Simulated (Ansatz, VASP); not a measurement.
Fe in VASP and in Ansatz

Contents of INCAR:

```
PREC = Accurate
ENCUT = 520
EDIFF = 1E-6
ISMEAR = -1
SIGMA = 0.1
LREAL = F
LASPH = T
NELM = 150
ALGO = Normal
ISIF = 2
LWAVE = F
LCHARG = F
ISPIN = 2
MAGMOM = 4
LORBIT = 11
LMAXMIX = 4
GGA = PE
NBANDS = 14
```

Contents of KPOINTS:

```
Automatic mesh
0
Gamma
  14 14 14
```

The input POSCAR:

```
Fe
1.0
    0.0000000000      1.7720000000      1.7720000000
    1.7720000000      0.0000000000      1.7720000000
    1.7720000000      1.7720000000      0.0000000000
Fe
1
Direct
    0.0000000000      0.0000000000      0.0000000000
```

Input for Ansatz:

```yaml
crystal:
  lattice:
    - [0.0, 1.772, 1.772]
    - [1.772, 0.0, 1.772]
    - [1.772, 1.772, 0.0]
  atoms:
    - { symbol: Fe, position: [0.0, 0.0, 0.0], spin: 4.0 }
magnetization:
  spin_polarized: true
hamiltonian:
  xc: pbe
  pseudopotentials: { kind: paw }
basis:
  ecutwfc: 420
kpoints:
  mp_grid: { grid: [14, 14, 14] }
scf:
  occupations: { method: fermi_dirac, width: 0.1 }
  lower_state_search: "off"
output:
  forces: true
  stress: true
  write_density: true
  write_potential: true
  elf: true
  volumetric_format: npy
```

Alike in both runs: task single point; functional PBE; k mesh 14 × 14 × 14; occupations fermi-dirac, width 0.1 eV; collinear spin.

|  | VASP | Ansatz |
| --- | --- | --- |
| version | VASP 6.6.1 | Ansatz 0.2.0 |
| potentials or method | VASP PAW PBE potentials, release 64 (Fe), cutoff 520 eV | PAW, plane waves, scalar-relativistic |
| valence electrons in the cell | 8 | 16 |

VASP gave:

```
pressure (GPa)                                                : -8.4
net moment per atom (μB)                                      : 1.32
size of the moment on the site where the two differ most (μB) : 1.31
```

Task: Which values does Ansatz return?

Result: Pressure (GPa): -9.2; net moment per atom (μB): 1.24; size of the moment on the site where the two differ most (μB): 1.26.

Site moments also hang on the region over which each program counts them. The functional is the same, so the differences come from potentials, cutoffs and numerics. VASP's potentials hold 8 valence electrons a cell and Ansatz's 16, so a difference there can come from the potentials and not from the codes.
